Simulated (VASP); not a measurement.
# SiO2 (P4_2/mnm) in VASP: notebook, part 2 of 2

VASP 6.6.1. Earlier steps stand in the parts before.

**4. Single point, r2SCAN (strain +0.000 along x and y, -0.080 along z)**

Input file POSCAR:

```
SiO2
1.0
    4.1854060762      0.0000000000      0.0000000000
    0.0000000000      4.1854060762      0.0000000000
    0.0000000000      0.0000000000      2.4552453754
Si O
2 4
Direct
    0.5000000000      0.5000000000      0.5000000000
    0.0000000000      0.0000000000      0.0000000000
    0.6938852014      0.6938852014      0.0000000000
    0.1938852014      0.8061147986      0.5000000000
    0.3061147986      0.3061147986      0.0000000000
    0.8061147986      0.1938852014      0.5000000000
```

Input file INCAR.step1:

```
SYSTEM = SiO2
ALGO = Normal
EDIFF = 1E-5
ENCUT = 910
GGA = PE
GGA_COMPAT = .False.
ISMEAR = 0
LASPH = .True.
LCHARG = .False.
LREAL = .False.
LWAVE = .True.
NBANDS = 25
NELM = 120
PREC = Accurate
SIGMA = 0.05
```

Input file INCAR.step2:

```
SYSTEM = SiO2
ALGO = Normal
EDIFF = 1E-6
ENCUT = 910
GGA_COMPAT = .False.
ISIF = 2
ISMEAR = 0
ISTART = 1
LASPH = .True.
LCHARG = .False.
LMIXTAU = .True.
LREAL = .False.
LWAVE = .False.
METAGGA = R2SCAN
NBANDS = 25
NELM = 120
PREC = Accurate
SIGMA = 0.05
```

Input file KPOINTS:

```
k-points
0
Gamma
  6 6 8
  0 0 0
```

Potentials or basis: VASP PAW PBE potentials, release 64 (Si, O_h).

On the command line:

```console
$ cat potpaw_PBE.64/Si/POTCAR potpaw_PBE.64/O_h/POTCAR > POTCAR
$ cp INCAR.step1 INCAR
$ mpirun -np 1 vasp_std > vasp.out
$ cp INCAR.step2 INCAR
$ mpirun -np 1 vasp_std > vasp.out
```

OUTCAR:

```text
SYSTEM = SiO2
   EDIFF = 1E-6
   ENCUT = 910
   ISIF = 2
   ISMEAR = 0
   ISTART = 1
   LASPH = .True.
   LREAL = .False.
   METAGGA = R2SCAN
   NELM = 120
   PREC = Accurate

 ion  position               nearest neighbor table
   1  0.500  0.500  0.500-   3 1.68   5 1.68   3 1.68   5 1.68   4 1.81   6 1.81
   2  0.000  0.000  0.000-   4 1.68   6 1.68   4 1.68   6 1.68   5 1.81   3 1.81
   3  0.694  0.694  0.000-   1 1.68   1 1.68   2 1.81
   4  0.194  0.806  0.500-   2 1.68   2 1.68   1 1.81
   5  0.306  0.306  0.000-   1 1.68   1 1.68   2 1.81
   6  0.806  0.194  0.500-   2 1.68   2 1.68   1 1.81

  LATTYP: Found a simple tetragonal cell.
 ALAT       =     4.1854060762
 C/A-ratio  =     0.5866205885

  Lattice vectors:

 A1 = (   4.1854060762,   0.0000000000,   0.0000000000)
 A2 = (   0.0000000000,   4.1854060762,   0.0000000000)
 A3 = (   0.0000000000,   0.0000000000,   2.4552453754)

Analysis of symmetry for initial positions (statically):
=====================================================================
 Subroutine PRICEL returns:
 Original cell was already a primitive cell.

 Routine SETGRP: Setting up the symmetry group for a
 simple tetragonal supercell.

 Subroutine GETGRP returns: Found 16 space group operations
 (whereof  8 operations were pure point group operations)
 out of a pool of 16 trial point group operations.

The static configuration has the point symmetry D_2h.
 The point group associated with its full space group is D_4h.

Analysis of symmetry for dynamics (positions and initial velocities):
=====================================================================
 Subroutine PRICEL returns:
 Original cell was already a primitive cell.

 Routine SETGRP: Setting up the symmetry group for a
 simple tetragonal supercell.

 Subroutine GETGRP returns: Found 16 space group operations
 (whereof  8 operations were pure point group operations)
 out of a pool of 16 trial point group operations.

The dynamic configuration has the point symmetry D_2h.
 The point group associated with its full space group is D_4h.

 Subroutine INISYM returns: Found 16 space group operations
 (whereof  8 operations are pure point group operations),
 and found     1 'primitive' translations

----------------------------------------------------------------------------------------

                                     Primitive cell

  volume of cell :      43.0101

  direct lattice vectors                    reciprocal lattice vectors
     4.185406076  0.000000000  0.000000000     0.238925443  0.000000000  0.000000000
     0.000000000  4.185406076  0.000000000     0.000000000  0.238925443  0.000000000
     0.000000000  0.000000000  2.455245375     0.000000000  0.000000000  0.407291267

  length of vectors
     4.185406076  4.185406076  2.455245375     0.238925443  0.238925443  0.407291267

  position of ions in fractional coordinates (direct lattice)
     0.500000000  0.500000000  0.500000000
     0.000000000  0.000000000  0.000000000
     0.693885201  0.693885201  0.000000000
     0.193885201  0.806114799  0.500000000
     0.306114799  0.306114799  0.000000000
     0.806114799  0.193885201  0.500000000

  ion indices of the primitive-cell ions
   primitive index   ion index
[... 36 lines left out ...]
  0.166667  0.000000  0.000000      4.000000
  0.333333  0.000000  0.000000      4.000000
  0.500000  0.000000  0.000000      2.000000
  0.166667  0.166667  0.000000      4.000000
  0.333333  0.166667  0.000000      8.000000
[... 16 lines left out ...]
  0.333333  0.000000  0.250000      8.000000
  0.500000  0.000000  0.250000      4.000000
 [... further k-points ...]
   k-points           NKPTS =     50   k-points in BZ     NKDIM =     50   number of bands    NBANDS=     25
   number of dos      NEDOS =    301   number of ions     NIONS =      6
   total plane-waves  NPLWV =  42336
   dimension x,y,z NGX =    42 NGY =   42 NGZ =   24
   dimension x,y,z NGXF=    84 NGYF=   84 NGZF=   48
   ions per type =               2   4
   NGX,Y,Z   is equivalent  to a cutoff of  16.68, 16.68, 16.25 a.u.
   NGXF,Y,Z  is equivalent  to a cutoff of  33.37, 33.37, 32.50 a.u.
 SYSTEM =  SiO2
   PREC   = accura    normal or accurate (medium, high low for compatibility)
   ISTART =      1    job   : 0-new  1-cont  2-samecut
   ICHARG =      0    charge: 1-file 2-atom 10-const
   ISPIN  =      1    spin polarized calculation?
   LNONCOLLINEAR =      F non collinear calculations
   LSORBIT =      F    spin-orbit coupling
   LASPH  =      T    aspherical Exc in radial PAW
   ENCUT  =  910.0 eV  66.88 Ry    8.18 a.u.  10.29 10.29  6.04*2*pi/ulx,y,z
   NELM   =    120;   NELMIN=  2; NELMDL=  0     # of ELM steps
   EDIFF  = 0.1E-05   stopping-criterion for ELM
   LREAL  =      F    real-space projection
   EDIFFG = 0.1E-04   stopping-criterion for IOM
   NSW    =      0    number of steps for IOM
   IBRION =     -1    ionic relax: 0-MD 1-quasi-New 2-CG
   NFREE  =      0    steps in history (QN), initial steepest desc. (CG)
   ISIF   =      2    stress and relaxation
   ISYM   =      2    0-nonsym 1-usesym 2-fastsym
   POTIM  = 0.5000    time-step for ionic-motion
   TEBEG  =    0.0;   TEEND  =   0.0 temperature during run
   PSTRESS=    0.0 pullay stress
   NELECT =      32.0000    total number of electrons
   NUPDOWN=      -1.0000    fix difference up-down
   EMIN   =  10.00;   EMAX   =-10.00  energy-range for DOS
   EFERMI =   0.00;   METHOD = LEGACY
   ISMEAR =     0;   SIGMA  =   0.05  broadening in eV -4-tet -1-fermi 0-gaus
   EFERMI_NEDOS =   21; number of points for ismear=-14 and -15
   IALGO  =     38    algorithm
   IMIX   =      4    mixing-type and parameters
     AMIX     =   0.40;   BMIX     =  1.00
     AMIX_MAG =   1.60;   BMIX_MAG =  1.00
  volume/ion in A,a.u.               =       7.17        48.37
  Fermi-wavevector in a.u.,A,eV,Ry     =   1.483434  2.803283 29.940645  2.200575
  Thomas-Fermi vector in A             =   2.597096
   LORBIT       =      0    0 simple, 1 ext, 2 COOP (PROOUT), +10 PAW based schemes
   METAGGA = R2SCAN    functional components
   LHFCALC =     F    Hartree Fock is set to
   AEXX    =    0.0000 exact exchange contribution
   IVDW    =     0    specifies the selected vdW correction
   LEPSILON=     F    determine dielectric tensor
   LRPA    =     F    only Hartree local field effects (RPA)
 non-spin polarized calculation
 Gauss-broadening in eV      SIGMA  =   0.05
  energy-cutoff  :      910.00
  volume of cell :       43.01
 maximum number of plane-waves:      2716
 NGX is ok and might be reduce to    42
   NGX = 21   NGY = 21   NGZ = 13

 number of electron      31.9999999 magnetization

 Free energy of the ion-electron system (eV)
  ---------------------------------------------------
  ext. energy  EPLUGINS =         0.00000000
  ---------------------------------------------------
  free energy    TOTEN  =       -57.98150195 eV

  energy without entropy =      -57.98150195  energy(sigma->0) =      -57.98150195

 E-fermi :   9.6672     XC(G=0): -13.3021

 val. band max:        9.4496485584   @ k =   0.0000   0.0000   0.0000
 cond. band min:      17.7600724891   @ k =   0.0000   0.0000   0.0000
 fundamental gap:      8.3104239307
 Fermi energy:         9.6672028597

 k-point     1 :       0.0000    0.0000    0.0000
  band No.  band energies     occupation
      1     -14.9605      2.00000
      2     -11.1548      2.00000
      3     -11.1548      2.00000
      4     -11.0201      2.00000
      5      -2.0520      2.00000
      6       2.1342      2.00000
[... 661 lines left out ...]
     24      25.1764      0.00000
     25      25.8418      0.00000

 [... further k-points ...]

------------------------ aborting loop because EDIFF is reached ----------------------------------------

  FORCE on cell =-STRESS in cart. coord.  units (eV):
  Direction    XX          YY          ZZ          XY          YZ          ZX
  --------------------------------------------------------------------------------------
  -------------------------------------------------------------------------------------
  Total        5.0923683      5.0923683     21.9369798     -0.0000000      0.0000000      0.0000000
  in kB      189.6969210    189.6969210    817.1792214     -0.0000000      0.0000000      0.0000000
  external PRESSURE =     398.8576878 kB  Pullay stress =       0.0000000 kB

 VOLUME and BASIS-vectors are now :
 -----------------------------------------------------------------------------
  energy-cutoff  :      910.00
  volume of cell :       43.01
      direct lattice vectors                 reciprocal lattice vectors
     4.185406076  0.000000000  0.000000000     0.238925443  0.000000000  0.000000000
     0.000000000  4.185406076  0.000000000     0.000000000  0.238925443  0.000000000
     0.000000000  0.000000000  2.455245375     0.000000000  0.000000000  0.407291267

 POSITION                                       TOTAL-FORCE (eV/Angst)
 -----------------------------------------------------------------------------------
      2.09270      2.09270      1.22762        -0.000000      0.000000      0.000000
      0.00000      0.00000      0.00000        -0.000000      0.000000      0.000000
      2.90419      2.90419      0.00000         0.227178      0.227178      0.000000
      0.81149      3.37392      1.22762         0.227178     -0.227178     -0.000000
      1.28121      1.28121      0.00000        -0.227178     -0.227178     -0.000000
      3.37392      0.81149      1.22762        -0.227178      0.227178      0.000000
 -----------------------------------------------------------------------------------
    total drift:                                0.000000     -0.000000     -0.000000

  FREE ENERGIE OF THE ION-ELECTRON SYSTEM (eV)
  ---------------------------------------------------
  free  energy   TOTEN  =       -57.9815019504 eV

  energy  without entropy=      -57.9815019504  energy(sigma->0) =      -57.98150195
```

Run time: 3.4 min. Hardware: 1 thread of Intel Xeon Platinum 8488C (Sapphire Rapids), shared host; peak memory 0.26 GiB.

Results:

- Free energy: -57.9815 eV
- Pressure: 39.9 GPa
- Largest force: 0.321 eV/Å
- Band gap on the k mesh: 8.31 eV, direct

Forces in eV/Å, atoms in the order of the input:
```
Si   0.000  0.000  0.000
Si   0.000  0.000  0.000
O    0.227  0.227  0.000
O    0.227 -0.227  0.000
O   -0.227 -0.227  0.000
O   -0.227  0.227  0.000
```

Stress tensor (GPa, compression positive):
```
18.97  0.00  0.00
 0.00 18.97  0.00
 0.00  0.00 81.72
```

Levels at points of the mesh, in eV from the valence-band top:
```
           k point  band 12  band 13  band 14  band 15  band 16  band 17  band 18  band 19  band 20  band 21
(0.00, 0.00, 0.00)    -2.76    -1.99    -0.99    -0.99     0.00     8.31     9.61    11.57    11.57    12.27
(0.50, 0.00, 0.00)    -3.80    -2.31    -2.31    -1.24    -1.24    10.72    10.72    11.73    11.73    12.46
(0.50, 0.50, 0.00)    -2.85    -2.83    -2.83    -2.63    -2.63    10.35    10.35    12.75    12.75    14.51
(0.00, 0.00, 0.50)    -4.99    -3.13    -3.13    -2.94    -2.94    11.23    11.23    14.27    14.27    14.59
(0.50, 0.00, 0.50)    -4.30    -2.59    -2.59    -1.93    -1.93    10.58    10.58    11.18    11.18    13.75
(0.50, 0.50, 0.50)    -4.89    -2.07    -2.07    -1.72    -1.72     9.01     9.01    12.48    12.48    12.88
```

Caveat: the cell differs from its parent crystal (strain +0.000 along x and y, -0.080 along z); the cutoff is under 1.25 times the usual one of these potentials, so pressure, stress and relaxed cells hold a basis-set (Pulay) error; the PAW data sets were made with another functional, which shifts forces and pressure a little. A k mesh can miss the band edges.

**5. The runs side by side**

| potentials or basis | cell | cutoff (eV) | second run | gap on the mesh (eV) | pressure (GPa) | largest force (eV/Å) |
| --- | --- | --- | --- | --- | --- | --- |
| VASP PAW PBE potentials, release 64 (Si, O) | a = 4.018, b = 4.018, c = 2.775 Å, 6 atoms | 520 | - | 6.68 | 13.4 | 0.69 |
| VASP PAW PBE potentials, release 64 (Si, O) | a = 4.018, b = 4.018, c = 2.882 Å, 6 atoms | 520 | - | 6.05 | -0.5 | 0.74 |
| VASP PAW PBE potentials, release 64 (Si, O_h) | a = 4.185, b = 4.185, c = 2.455 Å, 6 atoms | 910 | hard_potentials | 8.31 | 39.9 | 0.32 |

Alike in all rows: task single point; level r2SCAN; no spin polarisation; k mesh 6 × 6 × 8; smearing gaussian 0.05 eV.

Caveats: the PAW data sets were made with another functional, which shifts forces and pressure a little; the cutoff is under 1.25 times the usual one of these potentials, so pressure, stress and relaxed cells hold a basis-set (Pulay) error (some runs).

Absolute energies hang on the potentials; compare differences alone.
